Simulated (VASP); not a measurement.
# AlN (P2_1) in VASP: notebook

Runs on AlN. Level: LDA. Tasks: single point.

Everything below comes from runs of VASP 6.6.1. Logs are shortened: lines on timing, memory, paths and dates and some standing lists are left out, and cuts for length are marked.

### 1 The cell of the first run

It takes space group P2_1 (No. 4, monoclinic). Conventional cell: a = 3.089 Å, b = 4.944 Å, c = 3.089 Å, α = 90.00°, β = 120.00°, γ = 90.00°. Al (site symmetry 1) has 4 N at 1.87 to 1.89 Å within 2.5 Å. N (site symmetry 1) has 4 Al at 1.87 to 1.89 Å within 2.5 Å.

### 2 Single point, LDA (atoms displaced along a vibrational mode)

INCAR reads:

```
SYSTEM = AlN
ALGO = Normal ; EDIFF = 1E-7
ENCUT = 520 ; ISIF = 2
ISMEAR = 0 ; LASPH = .True.
LCHARG = .False. ; LREAL = .False.
LWAVE = .False. ; NBANDS = 16
NELM = 100 ; PREC = Accurate
SIGMA = 0.05
```

KPOINTS reads:

```
k-points
0
Gamma
  9 9 6
  0 0 0
```

POSCAR reads:

```
AlN
1.0
    3.0887424016      0.0000000000      0.0000000000
   -1.5443712008      2.6749293856      0.0000000000
    0.0000000000      0.0000000000      4.9437688231
Al N
2 2
Direct
    0.3374098383      0.6859568955      0.0015212672
    0.6625901617      0.3140431045      0.5015212672
    0.3296957365      0.6494533735      0.3834787328
    0.6703042635      0.3505466265      0.8834787328
```

Potentials or basis: VASP PAW LDA potentials, release 64 (Al, N).

Command:

```bash
> cat potpaw_LDA.64/Al/POTCAR potpaw_LDA.64/N/POTCAR > POTCAR
> mpirun -np 1 vasp_std > vasp.out
```

OUTCAR:

```text
SYSTEM = AlN
   EDIFF = 1E-7
   ENCUT = 520
   ISIF = 2
   ISMEAR = 0
   LASPH = .True.
   LREAL = .False.
   NELM = 100
   PREC = Accurate

 ion  position               nearest neighbor table
   1  0.337  0.686  0.002-   4 1.87   4 1.88   4 1.88   3 1.89   2 2.99   2 2.99   2 3.06   2 3.06
                             2 3.10   2 3.10
   2  0.663  0.314  0.502-   3 1.87   3 1.88   3 1.88   4 1.89   1 2.99   1 2.99   1 3.06   1 3.06
                             1 3.10   1 3.10
   3  0.330  0.649  0.383-   2 1.87   2 1.88   2 1.88   1 1.89
   4  0.670  0.351  0.883-   1 1.87   1 1.88   1 1.88   2 1.89

  LATTYP: Found a hexagonal cell.
 ALAT       =     3.0887424016
 C/A-ratio  =     1.6005766038

  Lattice vectors:

 A1 = (   3.0887424016,   0.0000000000,   0.0000000000)
 A2 = (  -1.5443712008,   2.6749293856,   0.0000000000)
 A3 = (   0.0000000000,   0.0000000000,   4.9437688231)

Analysis of symmetry for initial positions (statically):
=====================================================================
 Subroutine PRICEL returns:
 Original cell was already a primitive cell.

 Routine SETGRP: Setting up the symmetry group for a
 hexagonal supercell.

 Subroutine GETGRP returns: Found  2 space group operations
 (whereof  1 operations were pure point group operations)
 out of a pool of 24 trial point group operations.

The static configuration has the point symmetry C_1 .
 The point group associated with its full space group is C_2 .

Analysis of symmetry for dynamics (positions and initial velocities):
=====================================================================
 Subroutine PRICEL returns:
 Original cell was already a primitive cell.

 Routine SETGRP: Setting up the symmetry group for a
 hexagonal supercell.

 Subroutine GETGRP returns: Found  2 space group operations
 (whereof  1 operations were pure point group operations)
 out of a pool of 24 trial point group operations.

The dynamic configuration has the point symmetry C_1 .
 The point group associated with its full space group is C_2 .

 Subroutine INISYM returns: Found  2 space group operations
 (whereof  1 operations are pure point group operations),
 and found     1 'primitive' translations

----------------------------------------------------------------------------------------

                                     Primitive cell

  volume of cell :      40.8462

  direct lattice vectors                    reciprocal lattice vectors
     3.088742402  0.000000000  0.000000000     0.323756361  0.186920822  0.000000000
[... 94 lines left out ...]
   IBRION =     -1    ionic relax: 0-MD 1-quasi-New 2-CG
   NFREE  =      0    steps in history (QN), initial steepest desc. (CG)
   ISIF   =      2    stress and relaxation
   ISYM   =      2    0-nonsym 1-usesym 2-fastsym
   POTIM  = 0.5000    time-step for ionic-motion
   TEBEG  =    0.0;   TEEND  =   0.0 temperature during run
   PSTRESS=    0.0 pullay stress
   NELECT =      16.0000    total number of electrons
   NUPDOWN=      -1.0000    fix difference up-down
   EMIN   =  10.00;   EMAX   =-10.00  energy-range for DOS
   EFERMI =   0.00;   METHOD = LEGACY
   ISMEAR =     0;   SIGMA  =   0.05  broadening in eV -4-tet -1-fermi 0-gaus
   EFERMI_NEDOS =   21; number of points for ismear=-14 and -15
   IALGO  =     38    algorithm
   IMIX   =      4    mixing-type and parameters
     AMIX     =   0.40;   BMIX     =  1.00
     AMIX_MAG =   1.60;   BMIX_MAG =  1.00
  volume/ion in A,a.u.               =      10.21        68.91
  Fermi-wavevector in a.u.,A,eV,Ry     =   1.197836  2.263582 19.521797  1.434812
  Thomas-Fermi vector in A             =   2.333741
   LORBIT       =      0    0 simple, 1 ext, 2 COOP (PROOUT), +10 PAW based schemes
   GGA     = CA    functional components
   LHFCALC =     F    Hartree Fock is set to
   AEXX    =    0.0000 exact exchange contribution
   IVDW    =     0    specifies the selected vdW correction
   LEPSILON=     F    determine dielectric tensor
   LRPA    =     F    only Hartree local field effects (RPA)
 non-spin polarized calculation
 Gauss-broadening in eV      SIGMA  =   0.05
  energy-cutoff  :      520.00
  volume of cell :       40.85
 maximum number of plane-waves:      1118
   NGX = 11   NGY = 11   NGZ = 19

 number of electron      15.9999999 magnetization

 Free energy of the ion-electron system (eV)
  ---------------------------------------------------
  ext. energy  EPLUGINS =         0.00000000
  ---------------------------------------------------
  free energy    TOTEN  =       -32.81714494 eV

  energy without entropy =      -32.81714494  energy(sigma->0) =      -32.81714494

 E-fermi :   6.3736     XC(G=0): -11.3441

 val. band max:        6.1344413104   @ k =   0.0000   0.0000   0.0000
 cond. band min:      10.5212020995   @ k =   0.0000   0.0000   0.0000
 fundamental gap:      4.3867607891
 Fermi energy:         6.3736242674

 k-point     1 :       0.0000    0.0000    0.0000
  band No.  band energies     occupation
      1      -9.0561      2.00000
      2      -6.7613      2.00000
      3      -0.0361      2.00000
      4       5.2039      2.00000
      5       5.2520      2.00000
      6       5.7989      2.00000
[... 433 lines left out ...]
      3       0.9745      2.00000
      4       2.1231      2.00000
      5       2.3086      2.00000
      6       3.7135      2.00000
[... 8 lines left out ...]
     15      18.6150      0.00000
     16      20.8532      0.00000

 [... further k-points ...]

------------------------ aborting loop because EDIFF is reached ----------------------------------------

  FORCE on cell =-STRESS in cart. coord.  units (eV):
  Direction    XX          YY          ZZ          XY          YZ          ZX
  --------------------------------------------------------------------------------------
  -------------------------------------------------------------------------------------
  Total        0.1986873      0.0568901      0.1500940      0.0100046      0.0000000      0.0000000
  in kB        7.7934262      2.2314901      5.8873738      0.3924270      0.0000000      0.0000000
  external PRESSURE =       5.3040967 kB  Pullay stress =       0.0000000 kB

 VOLUME and BASIS-vectors are now :
 -----------------------------------------------------------------------------
  energy-cutoff  :      520.00
  volume of cell :       40.85
      direct lattice vectors                 reciprocal lattice vectors
     3.088742402  0.000000000  0.000000000     0.323756361  0.186920822  0.000000000
    -1.544371201  2.674929386  0.000000000     0.000000000  0.373841644  0.000000000
     0.000000000  0.000000000  4.943768823     0.000000000  0.000000000  0.202274830

 POSITION                                       TOTAL-FORCE (eV/Angst)
 -----------------------------------------------------------------------------------
     -0.01720      1.83489      0.00752         0.089618     -0.305740      0.021188
      1.56157      0.84004      2.47941        -0.089618      0.305740      0.021188
      0.01535      1.73724      1.89583        -0.048233      0.129327     -0.021188
      1.52902      0.93769      4.36771         0.048233     -0.129327     -0.021188
 -----------------------------------------------------------------------------------
    total drift:                               -0.000000     -0.000000     -0.000556

  FREE ENERGIE OF THE ION-ELECTRON SYSTEM (eV)
  ---------------------------------------------------
  free  energy   TOTEN  =       -32.8171449437 eV

  energy  without entropy=      -32.8171449437  energy(sigma->0) =      -32.81714494
```

OSZICAR:

```text
N       E                     dE             d eps       ncg     rms          rms(c)
DAV:   1     0.365133503861E+02    0.36513E+02   -0.73322E+03  5256   0.895E+02
DAV:   2    -0.348648653435E+02   -0.71378E+02   -0.65700E+02  7384   0.178E+02
DAV:   3    -0.379414137796E+02   -0.30765E+01   -0.30684E+01  6544   0.376E+01
DAV:   4    -0.379566220417E+02   -0.15208E-01   -0.15207E-01  6664   0.319E+00
DAV:   5    -0.379567727901E+02   -0.15075E-03   -0.15075E-03  6544   0.310E-01    0.124E+01
DAV:   6    -0.329337933913E+02    0.50230E+01   -0.11449E+01  5488   0.241E+01    0.438E+00
DAV:   7    -0.328784832572E+02    0.55310E-01   -0.51534E-01  6616   0.472E+00    0.284E+00
DAV:   8    -0.328198675704E+02    0.58616E-01   -0.68389E-02  5512   0.219E+00    0.339E-01
DAV:   9    -0.328170455401E+02    0.28220E-02   -0.54814E-03  6800   0.532E-01    0.218E-01
DAV:  10    -0.328171926385E+02   -0.14710E-03   -0.56900E-04  6096   0.151E-01    0.108E-01
DAV:  11    -0.328171454529E+02    0.47186E-04   -0.84779E-05  6296   0.681E-02    0.189E-02
DAV:  12    -0.328171450849E+02    0.36802E-06   -0.13840E-06  6456   0.899E-03    0.479E-03
DAV:  13    -0.328171449437E+02    0.14122E-06   -0.58422E-07  6464   0.553E-03    0.808E-04
DAV:  14    -0.328171449437E+02   -0.44565E-10   -0.94217E-09  3064   0.786E-04
   1 F= -.32817145E+02 E0= -.32817145E+02  d E =-.669310E-14
```

stdout:

```text
POSCAR found type information on POSCAR AlN
 POSCAR found :  2 types and       4 ions
 scaLAPACK will be used
 LDA part: xc-table for (Slater(with rela. corr.)+CA(PZ))
 , standard interpolation
 POSCAR, INCAR and KPOINTS ok, starting setup
 FFT: planning ... GRIDC
 FFT: planning ... GRID_SOFT
 FFT: planning ... GRID
 WAVECAR not read
 entering main loop
```

Run time: 2 min. Hardware: 1 thread of Intel Xeon 8259CL, shared host; peak memory 0.2 GiB.

Results:

| Item | Value |
| --- | --- |
| Free energy | -32.8171 eV |
| Pressure | 0.5 GPa |
| Largest force | 0.319 eV/Å |
| Band gap on the k mesh | 4.39 eV |

Forces in eV/Å, atoms in the order of the input:
```
Al   0.090 -0.306  0.021
Al  -0.090  0.306  0.021
N   -0.048  0.129 -0.021
N    0.048 -0.129 -0.021
```

Caveat: the cell differs from its parent crystal (atoms displaced along a vibrational mode); an odd mesh through Γ misses points on the zone boundary, where band edges can lie.

### 3 Single point, LDA (atoms displaced along a vibrational mode)

INCAR reads:

```
SYSTEM = AlN
  ALGO = Normal
  EDIFF = 1E-6
  ENCUT = 520
  ISIF = 2
  ISMEAR = 0
  LASPH = .TRUE.
  LCHARG = .FALSE.
  LREAL = .FALSE.
  LWAVE = .FALSE.
  NBANDS = 16
  NELM = 60
  PREC = Accurate
  SIGMA = 0.05
```

KPOINTS reads:

```
k-points
0
G
  9 9 6
  0 0 0
```

POSCAR reads:

```
AlN
1.0
    3.0887424016      0.0000000000      0.0000000000
   -1.5443712008      2.6749293856      0.0000000000
    0.0000000000      0.0000000000      4.9437688231
Al N
2 2
Direct
    0.3309797621      0.6730967429      0.0015212672
    0.6690202379      0.3269032571      0.5015212672
    0.3354335009      0.6609289023      0.3834787328
    0.6645664991      0.3390710977      0.8834787328
```

Potentials or basis: VASP PAW LDA potentials, release 64 (Al, N).

Command:

```bash
> cat potpaw_LDA.64/Al/POTCAR potpaw_LDA.64/N/POTCAR > POTCAR
> mpirun -np 1 vasp_std > vasp.out
```

It took 72 s on 1 thread of Intel Xeon 8259CL, shared host; peak memory 0.2 GiB.

Results (log left out):

| Property | Result |
| --- | --- |
| Free energy | -32.8363 eV |
| Pressure | 0.6 GPa |
| Largest force | 0.137 eV/Å |
| Band gap on the k mesh | 4.42 eV |

Forces in eV/Å, atoms in the order of the input:
```
Al   0.095 -0.098  0.004
Al  -0.095  0.098  0.004
N   -0.046  0.045 -0.004
N    0.046 -0.045 -0.004
```

Stress tensor (GPa, compression positive):
```
 0.63 -0.02  0.00
-0.02  0.53  0.00
 0.00  0.00  0.56
```

Levels at points of the mesh, in eV from the valence-band top:
```tsv
k point	band 6	band 7	band 8	band 9	band 10	band 11
(0.00, 0.00, 0.00)	-0.27	-0.19	0.00	4.42	6.73	10.64
(0.00, 0.00, 0.50)	-0.58	-0.56	-0.56	6.60	6.60	10.31
```

Caveat: the cell differs from its parent crystal (atoms displaced along a vibrational mode); an odd mesh through Γ misses points on the zone boundary, where band edges can lie.

### 4 Single point, LDA (atoms displaced along a vibrational mode)

INCAR reads:

```
SYSTEM = AlN
PREC = Accurate
ENCUT = 520
EDIFF = 1E-6
ISMEAR = 0
SIGMA = 0.05
LREAL = .False.
LASPH = .True.
NELM = 80
ALGO = Normal
ISIF = 2
LWAVE = .False.
LCHARG = .False.
NBANDS = 16
```

KPOINTS reads:

```
regular mesh
0
Gamma
  9 9 6
  0 0 0
```

POSCAR reads:

```
AlN
1.0
    3.0887424016      0.0000000000      0.0000000000
   -1.5443712008      2.6749293856      0.0000000000
    0.0000000000      0.0000000000      4.9437688231
Al N
2 2
Direct
    0.3318412289      0.6859568955      0.0015212672
    0.6681587711      0.3140431045      0.5015212672
    0.3346647862      0.6494533735      0.3834787328
    0.6653352138      0.3505466265      0.8834787328
```

Potentials or basis: VASP PAW LDA potentials, release 64 (Al, N).

Command:

```bash
> cat potpaw_LDA.64/Al/POTCAR potpaw_LDA.64/N/POTCAR > POTCAR
> mpirun -np 1 vasp_std > vasp.out
```

OUTCAR:

```text
SYSTEM = AlN
   PREC = Accurate
   ENCUT = 520
   EDIFF = 1E-6
   ISMEAR = 0
   LREAL = .False.
   LASPH = .True.
   NELM = 80
   ISIF = 2

 ion  position               nearest neighbor table
   1  0.332  0.686  0.002-   4 1.87   4 1.88   4 1.88   3 1.89   2 2.99   2 2.99   2 3.05   2 3.05
                             2 3.11   2 3.11
   2  0.668  0.314  0.502-   3 1.87   3 1.88   3 1.88   4 1.89   1 2.99   1 2.99   1 3.05   1 3.05
                             1 3.11   1 3.11
   3  0.335  0.649  0.383-   2 1.87   2 1.88   2 1.88   1 1.89
   4  0.665  0.351  0.883-   1 1.87   1 1.88   1 1.88   2 1.89

[... 660 lines left out ...]
  -------------------------------------------------------------------------------------
  Total        0.1715252      0.0520102      0.1411175      0.0196640      0.0000000      0.0000000
  in kB        6.7280038      2.0400776      5.5352759      0.7713129      0.0000000      0.0000000
  external PRESSURE =       4.7677858 kB  Pullay stress =       0.0000000 kB

 VOLUME and BASIS-vectors are now :
 -----------------------------------------------------------------------------
  energy-cutoff  :      520.00
  volume of cell :       40.85
      direct lattice vectors                 reciprocal lattice vectors
     3.088742402  0.000000000  0.000000000     0.323756361  0.186920822  0.000000000
    -1.544371201  2.674929386  0.000000000     0.000000000  0.373841644  0.000000000
     0.000000000  0.000000000  4.943768823     0.000000000  0.000000000  0.202274830

 POSITION                                       TOTAL-FORCE (eV/Angst)
 -----------------------------------------------------------------------------------
     -0.03440      1.83489      0.00752         0.179235     -0.301426      0.027652
      1.57877      0.84004      2.47941        -0.179235      0.301426      0.027652
      0.03070      1.73724      1.89583        -0.096503      0.131186     -0.027652
      1.51367      0.93769      4.36771         0.096503     -0.131186     -0.027652
 -----------------------------------------------------------------------------------
    total drift:                               -0.000000     -0.000000     -0.000446

  FREE ENERGIE OF THE ION-ELECTRON SYSTEM (eV)
  ---------------------------------------------------
  free  energy   TOTEN  =       -32.8103003025 eV

  energy  without entropy=      -32.8103003025  energy(sigma->0) =      -32.81030030
```

Wall time 66 s (1 thread of Intel Xeon 8259CL, shared host); peak memory 0.2 GiB.

What came out:

```yaml
Free_energy: -32.8103 eV
Pressure: 0.5 GPa
Largest_force: 0.352 eV/Å
Band_gap_on_the_k_mesh: 4.38 eV
```

Forces on the atoms (eV/Å):
```
Al   0.179 -0.301  0.028
Al  -0.179  0.301  0.028
N   -0.097  0.131 -0.028
N    0.097 -0.131 -0.028
```

Caveat: the cell differs from its parent crystal (atoms displaced along a vibrational mode); an odd mesh through Γ misses points on the zone boundary, where band edges can lie.

[end of part 1 of 2]
